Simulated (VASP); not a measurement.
Input of a VASP 6.6.1 run:

The input INCAR:

```
SYSTEM = LaB
PREC = Accurate
ENCUT = 520
EDIFF = 1E-6
ISMEAR = 0
SIGMA = 0.1
LREAL = .FALSE.
LASPH = .TRUE.
NELM = 80
ALGO = Normal
ISIF = 2
LWAVE = .FALSE.
LCHARG = .TRUE.
GGA = PE
LELF = .TRUE.
LVHAR = .TRUE.
NBANDS = 22
```

Contents of KPOINTS:

```
regular mesh
0
G
  12 12 12
  0 0 0
```

The input POSCAR:

```
LaB
1.0
    0.0000000000      3.3789133127      3.3789133127
    3.3789133127      0.0000000000      3.3789133127
    3.3789133127      3.3789133127      0.0000000000
La B
2 2
Direct
    0.5000000000      0.5000000000      0.5000000000
    0.7500000000      0.7500000000      0.7500000000
    0.0000000000      0.0000000000      0.0000000000
    0.2500000000      0.2500000000      0.2500000000
```

Potentials or basis: VASP PAW PBE potentials, release 64 (La, B).

Run with:

```sh
$ cat potpaw_PBE.64/La/POTCAR potpaw_PBE.64/B/POTCAR > POTCAR
$ mpirun -np 1 vasp_std > vasp.out
```

**Question.** What does it give for the pressure?

**Answer.** -0.1 GPa.

**Question.** What does it give for the band gap on the k mesh?

**Answer.** Zero (bands 14 and 15 overlap by 1.35 eV).

Caveat: spin-orbit coupling is left out, which moves the levels of the heavy elements.
